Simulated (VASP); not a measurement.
# Sn4SeS3 (P1) in VASP: relaxation of cell and atoms with PBE

Aim: the relaxation of cell and atoms of Sn4SeS3 with PBE.

Program: VASP 6.6.1. These are calculated values, not measurements. Logs are shortened: lines on timing, memory, paths and dates and some standing lists are left out, and cuts for length are marked.

## 1. The cell of the first run

The typed cell holds 8 atoms: a = 4.174 Å, b = 7.440 Å, c = 7.166 Å, α = 108.57°, β = 89.51°, γ = 89.91°.

## 2. Relaxation of cell and atoms, PBE

Input file INCAR:

```
PREC = Accurate ; ENCUT = 600
EDIFF = 1E-6 ; ISMEAR = 0
SIGMA = 0.1 ; LREAL = False
LASPH = True ; NELM = 100
ALGO = Normal ; ISIF = 3
LWAVE = False ; LCHARG = False
GGA = PE ; IBRION = 2
NSW = 80 ; EDIFFG = -0.025
```

Input file KPOINTS:

```
Automatic mesh
0
Gamma
  4 2 2
```

Input file POSCAR:

```
Sn4SeS3
1.0
    0.0181935452      0.0091017354      4.1744444343
    4.3820155636     -6.0127826140      0.0053149371
    4.1453635424      5.8454950072      0.0310522151
Sn Se S
4 1 3
Direct
   -0.0818479296      0.2656677025      0.7546098715
   -0.0412732945      0.7681630215      0.2541581514
    0.5114080045      0.2694345546      0.2640156902
    0.5365466640      0.7456178747      0.7405190537
   -0.0008501734      0.0073017109      0.0351693577
   -0.0042826575      0.5062514399      0.4685938857
    0.5361097753      0.9781411344      0.4718196982
    0.5441896112      0.4594225616      1.0111142916
```

Potentials or basis: VASP PAW PBE potentials, release 64 (Sn_d, Se, S).

Run with:

```
$ cat potpaw_PBE.64/Sn_d/POTCAR potpaw_PBE.64/Se/POTCAR potpaw_PBE.64/S/POTCAR > POTCAR
$ mpirun -np 1 vasp_std > vasp.out
```

OUTCAR:

```text
PREC = Accurate
   ENCUT = 600
   EDIFF = 1E-6
   ISMEAR = 0
   LREAL = False
   LASPH = True
   NELM = 100
   ISIF = 3
   GGA = PE
   IBRION = 2
   NSW = 80
   EDIFFG = -0.025

 ion  position               nearest neighbor table
   1  0.918  0.266  0.755-   8 2.48   7 2.92   6 3.14   5 3.21   8 3.27
   2  0.959  0.768  0.254-   7 2.53   5 2.73   6 2.84   8 2.97   7 3.03
   3  0.511  0.269  0.264-   8 2.63   6 2.79   6 2.86   5 2.92   7 3.00   5 3.02
   4  0.537  0.746  0.741-   6 2.89   7 2.97   5 3.07   6 3.15   5 3.25
   5  0.999  0.007  0.035-   2 2.73   3 2.92   3 3.02   4 3.07   1 3.21   4 3.25
   6  0.996  0.506  0.469-   3 2.79   2 2.84   3 2.86   4 2.89   1 3.14   4 3.15
   7  0.536  0.978  0.472-   2 2.53   1 2.92   4 2.97   3 3.00   2 3.03
   8  0.544  0.459  0.011-   1 2.48   3 2.63   2 2.97   1 3.27

  LATTYP: Found a triclinic cell.
 ALAT       =     8.2622465281
 B/A-ratio  =     0.5052492671
 C/A-ratio  =     0.9004981030
 COS(alpha) =     0.0015192003
 COS(beta)  =     0.2770300914
 COS(gamma) =     0.4977617773

  Lattice vectors:

 A1 = (   4.1271699972,   5.8363932718,  -4.1433922192)
 A2 = (  -0.0181935452,  -0.0091017354,  -4.1744444343)
 A3 = (  -4.3820155636,   6.0127826140,  -0.0053149371)

Analysis of symmetry for initial positions (statically):
=====================================================================
 Subroutine PRICEL returns:
 Original cell was already a primitive cell.

 Routine SETGRP: Setting up the symmetry group for a
 triclinic supercell.

 Subroutine GETGRP returns: Found  1 space group operations
 (whereof  1 operations were pure point group operations)
 out of a pool of  2 trial point group operations.

The static configuration has the point symmetry C_1 .

Analysis of symmetry for dynamics (positions and initial velocities):
=====================================================================
 Subroutine PRICEL returns:
 Original cell was already a primitive cell.

 Routine SETGRP: Setting up the symmetry group for a
 triclinic supercell.

 Subroutine GETGRP returns: Found  1 space group operations
 (whereof  1 operations were pure point group operations)
 out of a pool of  2 trial point group operations.

The dynamic configuration has the point symmetry C_1 .

 Subroutine INISYM returns: Found  1 space group operations
 (whereof  1 operations are pure point group operations),
 and found     1 'primitive' translations

----------------------------------------------------------------------------------------

                                     Primitive cell

  volume of cell :     210.9723

  direct lattice vectors                    reciprocal lattice vectors
     0.018193545  0.009101735  4.174444434    -0.001032262 -0.000540540  0.239558513
     4.382015564 -6.012782614  0.005314937     0.115661662 -0.082020348 -0.000325257
     4.145363542  5.845495007  0.031052215     0.118973299  0.086705128 -0.000707570

  length of vectors
     4.174494003  7.440137325  7.166227391     0.239561347  0.141792325  0.147217274

  position of ions in fractional coordinates (direct lattice)
     0.918152070  0.265667702  0.754609872
     0.958726705  0.768163022  0.254158151
     0.511408004  0.269434555  0.264015690
     0.536546664  0.745617875  0.740519054
     0.999149827  0.007301711  0.035169358
     0.995717343  0.506251440  0.468593886
     0.536109775  0.978141134  0.471819698
     0.544189611  0.459422562  0.011114292

  ion indices of the primitive-cell ions
   primitive index   ion index
                 1           1
                 2           2
                 3           3
                 4           4
                 5           5
                 6           6
                 7           7
                 8           8

----------------------------------------------------------------------------------------

 KPOINTS: Automatic mesh

Automatic generation of k-mesh.
 Grid dimensions read from file:
 generate k-points for:    4    2    2

 Generating k-lattice:

  Cartesian coordinates                     Fractional coordinates (reciprocal lattice)
    -0.000258065 -0.000135135  0.059889628     0.250000000  0.000000000 -0.000000000
     0.057830831 -0.041010174 -0.000162629    -0.000000000  0.500000000 -0.000000000
     0.059486650  0.043352564 -0.000353785     0.000000000  0.000000000  0.500000000

  Length of vectors
     0.059890337  0.070896163  0.073608637

  Shift w.r.t. Gamma in fractional coordinates (k-lattice)
     0.000000000  0.000000000  0.000000000

 Subroutine IBZKPT returns following result:
 ===========================================

 Found     12 irreducible k-points:

 Following reciprocal coordinates:
            Coordinates               Weight
  0.000000  0.000000  0.000000      1.000000
  0.250000 -0.000000  0.000000      2.000000
  0.500000 -0.000000  0.000000      1.000000
  0.000000  0.500000  0.000000      1.000000
  0.250000  0.500000 -0.000000      2.000000
  0.500000  0.500000  0.000000      1.000000
  0.000000  0.000000  0.500000      1.000000
  0.250000  0.000000  0.500000      2.000000
  0.500000 -0.000000  0.500000      1.000000
  0.000000  0.500000  0.500000      1.000000
  0.250000  0.500000  0.500000      2.000000
  0.500000  0.500000  0.500000      1.000000
   k-points           NKPTS =     12   k-points in BZ     NKDIM =     12   number of bands    NBANDS=     48
   number of dos      NEDOS =    301   number of ions     NIONS =      8
   total plane-waves  NPLWV = 129600
   dimension x,y,z NGX =    36 NGY =   60 NGZ =   60
   dimension x,y,z NGXF=    72 NGYF=  120 NGZF=  120
   ions per type =               4   1   3
   NGX,Y,Z   is equivalent  to a cutoff of  14.34, 13.41, 13.92 a.u.
   NGXF,Y,Z  is equivalent  to a cutoff of  28.67, 26.81, 27.84 a.u.
 SYSTEM =  unknown system
   PREC   = accura    normal or accurate (medium, high low for compatibility)
   ISTART =      0    job   : 0-new  1-cont  2-samecut
   ICHARG =      2    charge: 1-file 2-atom 10-const
   ISPIN  =      1    spin polarized calculation?
   LNONCOLLINEAR =      F non collinear calculations
   LSORBIT =      F    spin-orbit coupling
   LASPH  =      T    aspherical Exc in radial PAW
   ENCUT  =  600.0 eV  44.10 Ry    6.64 a.u.   8.34 14.86 14.31*2*pi/ulx,y,z
   NELM   =    100;   NELMIN=  2; NELMDL= -5     # of ELM steps
   EDIFF  = 0.1E-05   stopping-criterion for ELM
   LREAL  =      F    real-space projection
   EDIFFG = -.3E-01   stopping-criterion for IOM
   NSW    =     80    number of steps for IOM
   IBRION =      2    ionic relax: 0-MD 1-quasi-New 2-CG
   NFREE  =      1    steps in history (QN), initial steepest desc. (CG)
   ISIF   =      3    stress and relaxation
   ISYM   =      2    0-nonsym 1-usesym 2-fastsym
   POTIM  = 0.5000    time-step for ionic-motion
   TEBEG  =    0.0;   TEEND  =   0.0 temperature during run
   PSTRESS=    0.0 pullay stress
   NELECT =      80.0000    total number of electrons
   NUPDOWN=      -1.0000    fix difference up-down
   EMIN   =  10.00;   EMAX   =-10.00  energy-range for DOS
   EFERMI =   0.00;   METHOD = LEGACY
   ISMEAR =     0;   SIGMA  =   0.10  broadening in eV -4-tet -1-fermi 0-gaus
   EFERMI_NEDOS =   21; number of points for ismear=-14 and -15
   IALGO  =     38    algorithm
   IMIX   =      4    mixing-type and parameters
     AMIX     =   0.40;   BMIX     =  1.00
     AMIX_MAG =   1.60;   BMIX_MAG =  1.00
  volume/ion in A,a.u.               =      26.37       177.96
  Fermi-wavevector in a.u.,A,eV,Ry     =   1.184940  2.239212 19.103703  1.404083
  Thomas-Fermi vector in A             =   2.321144
   LORBIT       =      0    0 simple, 1 ext, 2 COOP (PROOUT), +10 PAW based schemes
   GGA     = PE    functional components
   LHFCALC =     F    Hartree Fock is set to
   AEXX    =    0.0000 exact exchange contribution
   IVDW    =     0    specifies the selected vdW correction
   LEPSILON=     F    determine dielectric tensor
   LRPA    =     F    only Hartree local field effects (RPA)
 conjugate gradient relaxation of ions
 non-spin polarized calculation
 Gauss-broadening in eV      SIGMA  =   0.10
  energy-cutoff  :      600.00
  volume of cell :      210.97
 maximum number of plane-waves:      7072
 NGX is ok and might be reduce to    36
   NGX = 17   NGY = 29   NGZ = 29

--------------------------------------- Ionic step        1  -------------------------------------------

 number of electron      79.9999995 magnetization

 Free energy of the ion-electron system (eV)
  ---------------------------------------------------
  ext. energy  EPLUGINS =         0.00000000
  ---------------------------------------------------
  free energy    TOTEN  =       -33.83761953 eV

  energy without entropy =      -33.83413097  energy(sigma->0) =      -33.83587525

------------------------ aborting loop because EDIFF is reached ----------------------------------------

  FORCE on cell =-STRESS in cart. coord.  units (eV):
  Direction    XX          YY          ZZ          XY          YZ          ZX
  --------------------------------------------------------------------------------------
  -------------------------------------------------------------------------------------
  Total        0.6548430      2.8665858      1.5773626      0.0122728      0.3225548     -2.4476710
  in kB        4.9730434     21.7695780     11.9788909      0.0932031      2.4495627    -18.5882326
  external PRESSURE =      12.9071708 kB  Pullay stress =       0.0000000 kB
[... 107 lines left out ...]
  FREE ENERGIE OF THE ION-ELECTRON SYSTEM (eV)
  ---------------------------------------------------
  free  energy   TOTEN  =       -34.2089373547 eV

  energy  without entropy=      -34.2081803796  energy(sigma->0) =      -34.20855887

[... ionic steps 4 to 28 ...]

--------------------------------------- Ionic step       29  -------------------------------------------

 number of electron      80.0000004 magnetization

------------------------ aborting loop because EDIFF is reached ----------------------------------------

  FORCE on cell =-STRESS in cart. coord.  units (eV):
  Direction    XX          YY          ZZ          XY          YZ          ZX
  --------------------------------------------------------------------------------------
  -------------------------------------------------------------------------------------
  Total       -0.1087997     -0.0656993     -0.0863900     -0.0037793     -0.0143167     -0.0337902
  in kB       -0.8078887     -0.4878478     -0.6414863     -0.0280628     -0.1063080     -0.2509080
  external PRESSURE =      -0.6457409 kB  Pullay stress =       0.0000000 kB
[... 69 lines left out ...]
  energy  without entropy=      -34.6622276764  energy(sigma->0) =      -34.66222768

--------------------------------------- Ionic step       31  -------------------------------------------

 number of electron      80.0000005 magnetization

 Free energy of the ion-electron system (eV)
  ---------------------------------------------------
  ext. energy  EPLUGINS =         0.00000000
  ---------------------------------------------------
  free energy    TOTEN  =       -34.66263235 eV

  energy without entropy =      -34.66263235  energy(sigma->0) =      -34.66263235

 E-fermi :   5.6019     XC(G=0):  -9.3668

 val. band max:        5.1247346075   @ k =   0.0000   0.0000   0.0000
 cond. band min:       6.2612468778   @ k =   0.2500   0.5000   0.5000
 fundamental gap:      1.1365122703
 Fermi energy:         5.6019059304

 k-point     1 :       0.0000    0.0000    0.0000
  band No.  band energies     occupation
      1     -16.1121      2.00000
      2     -16.1095      2.00000
      3     -16.0993      2.00000
      4     -16.0876      2.00000
      5     -16.0803      2.00000
      6     -16.0787      2.00000
[... 636 lines left out ...]
  FREE ENERGIE OF THE ION-ELECTRON SYSTEM (eV)
  ---------------------------------------------------
  free  energy   TOTEN  =       -34.6626323543 eV

  energy  without entropy=      -34.6626323543  energy(sigma->0) =      -34.66263235

 reached required accuracy - stopping structural energy minimisation
```

It took 27 min on 1 thread of AMD EPYC 9R45 (Zen 5), shared host; peak memory 0.41 GiB.

What came out:

* Free energy: -34.6626 eV
* Relaxed volume: 26.97 Å³/atom
* Relaxed cell: a = 4.191 Å, b = 7.579 Å, c = 7.302 Å, α = 111.49°, β = 89.56°, γ = 90.90°
* Space group after relaxing (to 0.1 Å): P1 (No. 1)
* Energy gained by relaxing: 103.1 meV/atom
* Ionic steps: 31
* Pressure after relaxing: 0.0 GPa
* Largest force after relaxing: 0.021 eV/Å
* Band gap on the k mesh: 1.14 eV (least direct gap 1.28 eV)

Forces in eV/Å, atoms in the order of the input:
```
Sn  -0.002 -0.007 -0.008
Sn  -0.018  0.009 -0.003
Sn   0.009 -0.018  0.002
Sn   0.013 -0.002 -0.017
Se   0.008 -0.007  0.008
S   -0.005  0.005  0.004
S   -0.001  0.006  0.013
S   -0.003  0.013  0.000
```

The path:
```csv
step,energy change (eV),largest force (eV/Å),pressure (GPa),volume (Å³)
1,0.0000,1.5068,1.29,210.97
2,-0.3304,0.9933,-1.17,217.47
3,-0.3713,0.7979,-2.11,220.79
4,-0.6003,0.5080,-0.67,211.82
5,-0.6656,0.3623,1.02,204.32
6,-0.7306,0.2530,0.44,206.15
7,-0.7307,0.2530,0.42,206.21
8,-0.7511,0.2170,-0.30,209.01
9,-0.7541,0.2161,-0.65,210.55
10,-0.7695,0.1831,-0.43,209.73
11,-0.7855,0.1670,0.13,208.09
12,-0.7859,0.1705,0.28,207.72
13,-0.7952,0.1406,0.23,208.59
14,-0.8018,0.1440,0.18,210.08
15,-0.8117,0.1055,-0.15,212.32
16,-0.8126,0.1304,-0.31,213.42
17,-0.8165,0.0971,0.16,212.45
18,-0.8166,0.1005,0.09,212.59
19,-0.8188,0.0522,0.07,213.07
20,-0.8194,0.0523,0.06,213.43
21,-0.8208,0.0573,-0.09,214.31
22,-0.8208,0.0635,-0.14,214.54
23,-0.8218,0.0573,-0.04,214.45
24,-0.8224,0.0510,0.02,214.34
25,-0.8221,0.0624,0.20,214.14
26,-0.8225,0.0494,0.08,214.27
27,-0.8237,0.0414,0.08,214.67
28,-0.8241,0.0435,0.07,215.09
29,-0.8246,0.0279,-0.06,215.77
30,-0.8246,0.0283,-0.09,215.86
31,-0.8250,0.0213,-0.01,215.75
```

Final structure:
```yaml
crystal:
  lattice:
    - [-0.01324, 0.03028, 4.19037]
    - [4.30561, -6.23645, -0.06002]
    - [4.07153, 6.06131, 0.02476]
  atoms:
    - { symbol: Sn, position: [0.97839, 0.24620, 0.76553] }
    - { symbol: Sn, position: [0.98294, 0.74565, 0.26650] }
    - { symbol: Sn, position: [0.48265, 0.27819, 0.25195] }
    - { symbol: Sn, position: [0.48491, 0.76123, 0.73587] }
    - { symbol: Se, position: [0.01165, 0.01472, 0.98570] }
    - { symbol: S, position: [0.01549, 0.52303, 0.47623] }
    - { symbol: S, position: [0.52204, 0.96463, 0.50879] }
    - { symbol: S, position: [0.52193, 0.46636, 0.00943] }
```

Levels at points of the mesh, in eV from the valence-band top:
```tsv
k point	band 38	band 39	band 40	band 41	band 42	band 43
(0.00, 0.00, 0.00)	-1.35	-0.15	0.00	1.28	1.33	2.04
(0.50, 0.00, 0.00)	-0.86	-0.44	-0.18	1.48	1.60	2.31
(0.00, 0.50, 0.00)	-1.09	-0.74	-0.67	2.25	2.31	2.72
(0.50, 0.50, 0.00)	-1.67	-1.61	-1.51	2.69	2.73	2.84
(0.00, 0.00, 0.50)	-1.18	-0.74	-0.72	2.32	2.39	2.45
(0.50, 0.00, 0.50)	-1.65	-1.55	-1.51	2.52	2.69	2.72
(0.00, 0.50, 0.50)	-0.52	-0.39	-0.18	1.17	1.53	1.64
(0.50, 0.50, 0.50)	-1.78	-0.17	-0.05	1.30	1.33	2.04
```

Caveat: the k points lie up to 0.46 Å⁻¹ apart in the final cell; spin-orbit coupling is left out, which moves the levels of the heavy elements. A k mesh can miss the band edges.
